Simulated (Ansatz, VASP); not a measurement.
## Two plane-wave programs on ZnInGaO4

```xyz
7
Lattice="1.6391 0.9464 8.4951 -1.6391 0.9464 8.4951 0.0000 -1.8927 8.4951" Properties=species:S:1:pos:R:3 pbc="T T T"
Zn    0.0000    0.0000    5.5737
In    0.0000    0.0000    0.0715
Ga    0.0000    0.0000   20.0618
O     0.0000    0.0000    7.5154
O     0.0000    0.0000   18.1273
O     0.0000    0.0000    3.0902
O     0.0000    0.0000   22.0163
```

Alike in both runs: functional LDA; k mesh 9 × 9 × 9; occupations gaussian, width 0.02 eV; no spin polarisation.

Ansatz relaxed the structure, and its values are those at the end. VASP's run is a single point on that final structure, the one shown.

|  | VASP | Ansatz |
| --- | --- | --- |
| version | VASP 6.6.1 | Ansatz 0.2.0 |
| potentials or method | VASP PAW LDA potentials, release 64 (Zn, In_d, Ga_d, O), cutoff 520 eV | scalar-relativistic, plane waves, PAW |
| valence electrons in the cell | 62 | 62 |

Ansatz gave:

| Quantity | Value |
| --- | --- |
| gap on the k mesh at the Fermi level (eV) | 1.31 |
| least direct gap on the mesh (eV) | 1.31 |
| pressure (GPa) | 0.0 |
| rms of the force components (eV/Å) | 0.001 |

What did VASP give for the same quantities?

gap on the k mesh at the Fermi level (eV): 1.33; least direct gap on the mesh (eV): 1.33; pressure (GPa): 1.2; rms of the force components (eV/Å): 0.009.

LDA's correlation is that of Perdew and Zunger in VASP and of Perdew and Wang (1992) in Ansatz.
